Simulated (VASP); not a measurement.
Wanted: the native input for a VASP 6.6.1 run.

```
Task                   : single point
Functional             : PBEsol
Potentials or basis    : VASP PAW PBE potentials, release 64 (Al)
Cutoff                 : 520 eV
k mesh                 : 22 × 22 × 7
Occupations            : gaussian, width 0.15 eV
Spin                   : no spin polarisation
Dipole correction      : no
Further INCAR settings : ALGO = Fast; EDIFF = 1e-06; NBANDS = 14
```

The structure of Al lies in POSCAR:

```
Al
1.0
   -1.6064390039      1.6064390039     -1.6064390039
   -1.6064390039     -1.6064390039      1.6064390039
   -0.3212878008      6.4257560155      6.4257560155
Al
4
Direct
   -0.0875000000     -0.0875000000      0.8750000000
    0.4875000000      0.4875000000      0.1250000000
   -0.0375000000     -0.0375000000      0.3750000000
    0.4375000000      0.4375000000      0.6250000000
```

This cell differs from its parent crystal: the part above a cut slid along it.

The input as run:

INCAR

```
PREC = Accurate
ENCUT = 520
EDIFF = 1E-6
ISMEAR = 0
SIGMA = 0.15
LREAL = False
LASPH = True
NELM = 80
ALGO = Fast
ISIF = 2
LWAVE = False
LCHARG = True
GGA = PS
LELF = True
LVHAR = True
NBANDS = 14
```

KPOINTS

```
Automatic mesh
0
Gamma
  22 22 7
```

Potentials or basis: VASP PAW PBE potentials, release 64 (Al).

Launch:

```sh
$ cat potpaw_PBE.64/Al/POTCAR > POTCAR
$ mpirun -np 1 vasp_std > vasp.out
```

It gave:

- Pressure: 0.5 GPa
- Largest force: 0.387 eV/Å
- Band gap on the k mesh: zero (bands 6 and 7 overlap by 6.64 eV)

Caveat: the cell differs from its parent crystal (the part above a cut slid along it); the PAW data sets were made with another functional, which shifts forces and pressure a little.

Wall time 3.7 min on 1 thread of Intel(R) Xeon(R) 6975P-C (Granite Rapids), on a shared host, peak memory 0.67 GiB.
